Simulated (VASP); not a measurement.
# NaI (Fm-3m) in VASP: a series of runs

The runs below take NaI through single point, relaxation of cell and atoms, with PBEsol.

All numbers are computed with VASP 6.6.1; they aren't measurements. Logs are shortened: lines on timing, memory, paths and dates and some standing lists are left out, and cuts for length are marked.

### Step 1. The cell of the first run

Symmetry: Fm-3m, No. 225, cubic system. The conventional cell has a = 6.401 Å, b = 6.401 Å, c = 6.401 Å, α = 90.00°, β = 90.00°, γ = 90.00°. Na (site symmetry m-3m) has 6 I at 3.20 Å within 4.2 Å. I (site symmetry m-3m) has 6 Na at 3.20 Å within 4.2 Å.

### Step 2. Single point, PBEsol

INCAR reads:

```
ALGO     = Normal         # electronic algorithm
EDIFF    = 1E-7           # SCF threshold, eV
ENCUT    = 520            # plane-wave cutoff, eV
GGA      = PS             # functional
ISIF     = 2              # what is computed and relaxed
ISMEAR   = -1             # smearing method
LASPH    = True           # aspherical terms in the spheres
LCHARG   = False          # write CHGCAR
LREAL    = False          # projectors in reciprocal space
LWAVE    = False          # write WAVECAR
NBANDS   = 14             # bands
NELM     = 80             # most SCF steps
PREC     = Accurate       # precision mode
SIGMA    = 0.05           # smearing width, eV
```

KPOINTS reads:

```
k-points
0
Gamma
  14 14 14
```

POSCAR reads:

```
NaI
1.0
    0.0000000000      3.2002564326      3.2002564326
    3.2002564326      0.0000000000      3.2002564326
    3.2002564326      3.2002564326      0.0000000000
Na I
1 1
Direct
    0.0000000000      0.0000000000      0.0000000000
    0.5000000000      0.5000000000      0.5000000000
```

Potentials or basis: VASP PAW PBE potentials, release 64 (Na_pv, I).

Run with:

```bash
$ cat potpaw_PBE.64/Na_pv/POTCAR potpaw_PBE.64/I/POTCAR > POTCAR
$ mpirun -np 1 vasp_std > vasp.out
```

OUTCAR:

```text
EDIFF = 1E-7
   ENCUT = 520
   GGA = PS
   ISIF = 2
   ISMEAR = -1
   LASPH = True
   LREAL = False
   NELM = 80
   PREC = Accurate

 ion  position               nearest neighbor table
   1  0.000  0.000  0.000-
   2  0.500  0.500  0.500-

  LATTYP: Found a face centered cubic cell.
 ALAT       =     6.4005128652

  Lattice vectors:

 A1 = (   0.0000000000,   3.2002564326,   3.2002564326)
 A2 = (   3.2002564326,   0.0000000000,   3.2002564326)
 A3 = (   3.2002564326,   3.2002564326,   0.0000000000)

Analysis of symmetry for initial positions (statically):
=====================================================================
 Subroutine PRICEL returns:
 Original cell was already a primitive cell.

 Routine SETGRP: Setting up the symmetry group for a
 face centered cubic supercell.

 Subroutine GETGRP returns: Found 48 space group operations
 (whereof 48 operations were pure point group operations)
 out of a pool of 48 trial point group operations.

The static configuration has the point symmetry O_h .

Analysis of symmetry for dynamics (positions and initial velocities):
=====================================================================
 Subroutine PRICEL returns:
 Original cell was already a primitive cell.

 Routine SETGRP: Setting up the symmetry group for a
 face centered cubic supercell.

 Subroutine GETGRP returns: Found 48 space group operations
 (whereof 48 operations were pure point group operations)
 out of a pool of 48 trial point group operations.

The dynamic configuration has the point symmetry O_h .

 Subroutine INISYM returns: Found 48 space group operations
 (whereof 48 operations are pure point group operations),
 and found     1 'primitive' translations

----------------------------------------------------------------------------------------

                                     Primitive cell

  volume of cell :      65.5518

  direct lattice vectors                    reciprocal lattice vectors
     0.000000000  3.200256433  3.200256433    -0.156237480  0.156237480  0.156237480
     3.200256433  0.000000000  3.200256433     0.156237480 -0.156237480  0.156237480
     3.200256433  3.200256433  0.000000000     0.156237480  0.156237480 -0.156237480

  length of vectors
     4.525846050  4.525846050  4.525846050     0.270611253  0.270611253  0.270611253

  position of ions in fractional coordinates (direct lattice)
     0.000000000  0.000000000  0.000000000
     0.500000000  0.500000000  0.500000000

  ion indices of the primitive-cell ions
   primitive index   ion index
                 1           1
                 2           2

----------------------------------------------------------------------------------------

 KPOINTS: k-points

Automatic generation of k-mesh.
 Grid dimensions read from file:
 generate k-points for:   14   14   14

 Generating k-lattice:

  Cartesian coordinates                     Fractional coordinates (reciprocal lattice)
    -0.011159820  0.011159820  0.011159820     0.071428571  0.000000000  0.000000000
     0.011159820 -0.011159820  0.011159820     0.000000000  0.071428571  0.000000000
     0.011159820  0.011159820 -0.011159820     0.000000000  0.000000000  0.071428571

  Length of vectors
     0.019329375  0.019329375  0.019329375

  Shift w.r.t. Gamma in fractional coordinates (k-lattice)
     0.000000000  0.000000000  0.000000000

 Subroutine IBZKPT returns following result:
 ===========================================

 Found    104 irreducible k-points:

 Following reciprocal coordinates:
            Coordinates               Weight
  0.000000  0.000000  0.000000      1.000000
  0.071429  0.000000  0.000000      8.000000
  0.142857  0.000000  0.000000      8.000000
  0.214286  0.000000  0.000000      8.000000
  0.285714  0.000000  0.000000      8.000000
  0.357143  0.000000  0.000000      8.000000
[... 16 lines left out ...]
  0.214286  0.142857  0.000000     24.000000
  0.285714  0.142857  0.000000     24.000000
 [... further k-points ...]
   k-points           NKPTS =    104   k-points in BZ     NKDIM =    104   number of bands    NBANDS=     14
   number of dos      NEDOS =    301   number of ions     NIONS =      2
   total plane-waves  NPLWV =  46656
   dimension x,y,z NGX =    36 NGY =   36 NGZ =   36
   dimension x,y,z NGXF=    72 NGYF=   72 NGZF=   72
   ions per type =               1   1
   NGX,Y,Z   is equivalent  to a cutoff of  13.22, 13.22, 13.22 a.u.
   NGXF,Y,Z  is equivalent  to a cutoff of  26.45, 26.45, 26.45 a.u.
 SYSTEM =  unknown system
   PREC   = accura    normal or accurate (medium, high low for compatibility)
   ISTART =      0    job   : 0-new  1-cont  2-samecut
   ICHARG =      2    charge: 1-file 2-atom 10-const
   ISPIN  =      1    spin polarized calculation?
   LNONCOLLINEAR =      F non collinear calculations
   LSORBIT =      F    spin-orbit coupling
   LASPH  =      T    aspherical Exc in radial PAW
   ENCUT  =  520.0 eV  38.22 Ry    6.18 a.u.   8.42  8.42  8.42*2*pi/ulx,y,z
   NELM   =     80;   NELMIN=  2; NELMDL= -5     # of ELM steps
   EDIFF  = 0.1E-06   stopping-criterion for ELM
   LREAL  =      F    real-space projection
   EDIFFG = 0.1E-05   stopping-criterion for IOM
   NSW    =      0    number of steps for IOM
   IBRION =     -1    ionic relax: 0-MD 1-quasi-New 2-CG
   NFREE  =      0    steps in history (QN), initial steepest desc. (CG)
   ISIF   =      2    stress and relaxation
   ISYM   =      2    0-nonsym 1-usesym 2-fastsym
   POTIM  = 0.5000    time-step for ionic-motion
   TEBEG  =    0.0;   TEEND  =   0.0 temperature during run
   PSTRESS=    0.0 pullay stress
   NELECT =      14.0000    total number of electrons
   NUPDOWN=      -1.0000    fix difference up-down
   EMIN   =  10.00;   EMAX   =-10.00  energy-range for DOS
   EFERMI =   0.00;   METHOD = LEGACY
   ISMEAR =    -1;   SIGMA  =   0.05  broadening in eV -4-tet -1-fermi 0-gaus
   EFERMI_NEDOS =   21; number of points for ismear=-14 and -15
   IALGO  =     38    algorithm
   IMIX   =      4    mixing-type and parameters
     AMIX     =   0.40;   BMIX     =  1.00
     AMIX_MAG =   1.60;   BMIX_MAG =  1.00
  volume/ion in A,a.u.               =      32.78       221.18
  Fermi-wavevector in a.u.,A,eV,Ry     =   0.978564  1.849219 13.028779  0.957588
  Thomas-Fermi vector in A             =   2.109350
   LORBIT       =      0    0 simple, 1 ext, 2 COOP (PROOUT), +10 PAW based schemes
   GGA     = PS    functional components
   LHFCALC =     F    Hartree Fock is set to
   AEXX    =    0.0000 exact exchange contribution
   IVDW    =     0    specifies the selected vdW correction
   LEPSILON=     F    determine dielectric tensor
   LRPA    =     F    only Hartree local field effects (RPA)
 non-spin polarized calculation
  energy-cutoff  :      520.00
  volume of cell :       65.55
 maximum number of plane-waves:      1807
 NGX is ok and might be reduce to    36
   NGX = 17   NGY = 17   NGZ = 17

 number of electron      13.9999999 magnetization

 Free energy of the ion-electron system (eV)
  ---------------------------------------------------
  ext. energy  EPLUGINS =         0.00000000
  ---------------------------------------------------
  free energy    TOTEN  =        -5.66984504 eV

  energy without entropy =       -5.66984504  energy(sigma->0) =       -5.66984504

 E-fermi :   1.9881     XC(G=0):  -7.9831

 val. band max:        0.9556874796   @ k =   0.0000   0.0000   0.0000
 cond. band min:       4.5487475006   @ k =   0.0000   0.0000   0.0000
 fundamental gap:      3.5930600210
 Fermi energy:         1.9880550850

 k-point     1 :       0.0000    0.0000    0.0000
  band No.  band energies     occupation
      1     -21.2535      2.00000
      2     -21.2535      2.00000
      3     -21.2535      2.00000
      4     -10.1911      2.00000
      5       0.9557      2.00000
      6       0.9557      2.00000
      7       0.9557      2.00000
      8       4.5487      0.00000
      9       8.7997      0.00000
     10       8.7997      0.00000
     11       8.7997      0.00000
     12      10.7269      0.00000
     13      10.7269      0.00000
     14      11.2138      0.00000

 k-point     2 :       0.0714    0.0000    0.0000
  band No.  band energies     occupation
      1     -21.2538      2.00000
      2     -21.2535      2.00000
      3     -21.2535      2.00000
      4     -10.1751      2.00000
      5       0.7710      2.00000
      6       0.9390      2.00000
      7       0.9390      2.00000
      8       4.7525      0.00000
      9       8.6298      0.00000
     10       8.8625      0.00000
     11       8.8625      0.00000
     12      10.5229      0.00000
     13      10.5229      0.00000
     14      11.5376      0.00000

 k-point     3 :       0.1429    0.0000    0.0000
  band No.  band energies     occupation
      1     -21.2548      2.00000
      2     -21.2536      2.00000
      3     -21.2536      2.00000
      4     -10.1296      2.00000
      5       0.3316      2.00000
      6       0.8932      2.00000
      7       0.8932      2.00000
      8       5.2213      0.00000
      9       8.3603      0.00000
     10       8.9882      0.00000
     11       8.9882      0.00000
     12      10.2338      0.00000
     13      10.2338      0.00000
     14      11.8488      0.00000
[... 324 lines left out ...]
 k-point    23 :       0.2143    0.1429    0.0000
  band No.  band energies     occupation
      1     -21.2554      2.00000
      2     -21.2541      2.00000
      3     -21.2540      2.00000
      4     -10.0606      2.00000
      5      -0.0038      2.00000
      6       0.6980      2.00000
      7       0.7109      2.00000
      8       5.8715      0.00000
      9       7.7029      0.00000
     10       8.7778      0.00000
     11       9.4733      0.00000
     12       9.6703      0.00000
     13      11.0469      0.00000
     14      12.7969      0.00000

 k-point    24 :       0.2857    0.1429    0.0000
  band No.  band energies     occupation
      1     -21.2566      2.00000
      2     -21.2542      2.00000
      3     -21.2540      2.00000
      4      -9.9945      2.00000
      5      -0.4070      2.00000
      6       0.6225      2.00000
      7       0.6262      2.00000
      8       6.2401      0.00000
      9       7.7059      0.00000
     10       8.3778      0.00000
     11       9.4327      0.00000
     12      10.2198      0.00000
     13      11.3659      0.00000
     14      12.5333      0.00000

 [... further k-points ...]

------------------------ aborting loop because EDIFF is reached ----------------------------------------

  FORCE on cell =-STRESS in cart. coord.  units (eV):
  Direction    XX          YY          ZZ          XY          YZ          ZX
  --------------------------------------------------------------------------------------
  -------------------------------------------------------------------------------------
  Total        0.0239210      0.0239210      0.0239210      0.0000000     -0.0000000     -0.0000000
  in kB        0.5846640      0.5846640      0.5846640      0.0000000     -0.0000000     -0.0000000
  external PRESSURE =       0.5846640 kB  Pullay stress =       0.0000000 kB

 VOLUME and BASIS-vectors are now :
 -----------------------------------------------------------------------------
  energy-cutoff  :      520.00
  volume of cell :       65.55
      direct lattice vectors                 reciprocal lattice vectors
     0.000000000  3.200256433  3.200256433    -0.156237480  0.156237480  0.156237480
     3.200256433  0.000000000  3.200256433     0.156237480 -0.156237480  0.156237480
     3.200256433  3.200256433  0.000000000     0.156237480  0.156237480 -0.156237480

 POSITION                                       TOTAL-FORCE (eV/Angst)
 -----------------------------------------------------------------------------------
      0.00000      0.00000      0.00000         0.000000     -0.000000     -0.000000
      3.20026      3.20026      3.20026        -0.000000      0.000000      0.000000
 -----------------------------------------------------------------------------------
    total drift:                                0.000000      0.000000      0.000000

  FREE ENERGIE OF THE ION-ELECTRON SYSTEM (eV)
  ---------------------------------------------------
  free  energy   TOTEN  =        -5.6698450425 eV

  energy  without entropy=       -5.6698450424  energy(sigma->0) =       -5.66984504
```

Wall time 2.9 min (1 thread of Oxide Virtual Turin-like, shared host); peak memory 0.23 GiB.

Results:

```yaml
Free_energy: -5.6698 eV
Pressure: 0.1 GPa
Band_gap_on_the_k_mesh: 3.59 eV
```

Levels at points of the mesh, in eV from the valence-band top:
| k point | band 3 | band 4 | band 5 | band 6 | band 7 | band 8 | band 9 | band 10 | band 11 | band 12 |
| --- | --- | --- | --- | --- | --- | --- | --- | --- | --- | --- |
| (0.00, 0.00, 0.00) | -22.21 | -11.15 | 0.00 | 0.00 | 0.00 | 3.59 | 7.84 | 7.84 | 7.84 | 9.77 |
| (0.50, 0.00, 0.00) | -22.21 | -10.80 | -2.34 | -0.31 | -0.31 | 4.95 | 7.40 | 7.40 | 8.94 | 10.23 |
| (0.50, 0.50, 0.00) | -22.21 | -10.71 | -2.05 | -0.80 | -0.80 | 4.46 | 5.36 | 9.93 | 11.40 | 11.40 |

Caveat: the PAW data sets were made with another functional, which shifts forces and pressure a little; spin-orbit coupling is left out, which moves the levels of the heavy elements.

### Step 3. Relaxation of cell and atoms, PBEsol

This run uses another cell than the first one, of 33.90 Å³/atom.

INCAR reads:

```
ALGO = Normal
EDIFF = 1E-6
EDIFFG = -0.002
ENCUT = 600
GGA = PS
IBRION = 2
ISIF = 3
ISMEAR = -1
LASPH = True
LCHARG = False
LREAL = False
LWAVE = False
NELM = 60
NSW = 100
PREC = Accurate
SIGMA = 0.05
```

KPOINTS is that of step 2.

POSCAR reads:

```
NaI
1.0
    0.0000000000      3.2364000000      3.2364000000
    3.2364000000      0.0000000000      3.2364000000
    3.2364000000      3.2364000000      0.0000000000
Na I
1 1
Direct
    0.0000000000      0.0000000000      0.0000000000
    0.5000000000      0.5000000000      0.5000000000
```

Potentials or basis: VASP PAW PBE potentials, release 64 (Na_pv, I).

Run with:

```bash
$ cat potpaw_PBE.64/Na_pv/POTCAR potpaw_PBE.64/I/POTCAR > POTCAR
$ mpirun -np 1 vasp_std > vasp.out
```

It took 6.6 min on 1 thread of Oxide Virtual Turin-like, shared host; peak memory 0.28 GiB.

Results (log left out):

* Free energy: -5.6702 eV
* Relaxed volume: 32.91 Å³/atom
* Relaxed cell: a = 4.532 Å, b = 4.532 Å, c = 4.532 Å, α = 60.00°, β = 60.00°, γ = 60.00°
* Space group after relaxing (to 0.1 Å): Fm-3m (No. 225)
* Energy gained by relaxing: 1.6 meV/atom
* Ionic steps: 8
* Pressure after relaxing: 0.0 GPa
* Band gap on the k mesh: 3.58 eV

The path:
```csv
step,energy change (eV),largest force (eV/Å),pressure (GPa),volume (Å³)
1,0.0000,0.0000,-0.48,67.80
2,-0.0023,0.0000,-0.26,66.80
3,-0.0032,0.0000,-0.03,65.88
4,-0.0032,0.0000,0.09,65.76
5,-0.0032,0.0000,-0.09,65.84
6,-0.0032,0.0000,0.02,65.81
7,-0.0032,0.0000,-0.03,65.82
8,-0.0032,0.0000,-0.01,65.81
```

Final structure:
```cif
data_structure
_symmetry_space_group_name_H-M 'P 1'
_symmetry_Int_Tables_number 1
_cell_length_a 4.5318
_cell_length_b 4.5318
_cell_length_c 4.5318
_cell_angle_alpha 60.000
_cell_angle_beta 60.000
_cell_angle_gamma 60.000
_cell_volume 65.81
loop_
_atom_site_label
_atom_site_type_symbol
_atom_site_fract_x
_atom_site_fract_y
_atom_site_fract_z
_atom_site_occupancy
Na1 Na 0.00000 0.00000 0.00000 1
I1 I 0.50000 0.50000 0.50000 1
```

Levels at points of the mesh, in eV from the valence-band top:
| k point | band 5 | band 6 | band 7 | band 8 | band 9 | band 10 |
| --- | --- | --- | --- | --- | --- | --- |
| (0.00, 0.00, 0.00) | 0.00 | 0.00 | 0.00 | 3.58 | 7.84 | 7.84 |
| (0.50, 0.00, 0.00) | -2.33 | -0.30 | -0.30 | 4.95 | 7.40 | 7.40 |
| (0.50, 0.50, 0.00) | -2.04 | -0.80 | -0.80 | 4.46 | 5.37 | 9.90 |

Caveat: the PAW data sets were made with another functional, which shifts forces and pressure a little; spin-orbit coupling is left out, which moves the levels of the heavy elements. A k mesh can miss the band edges.
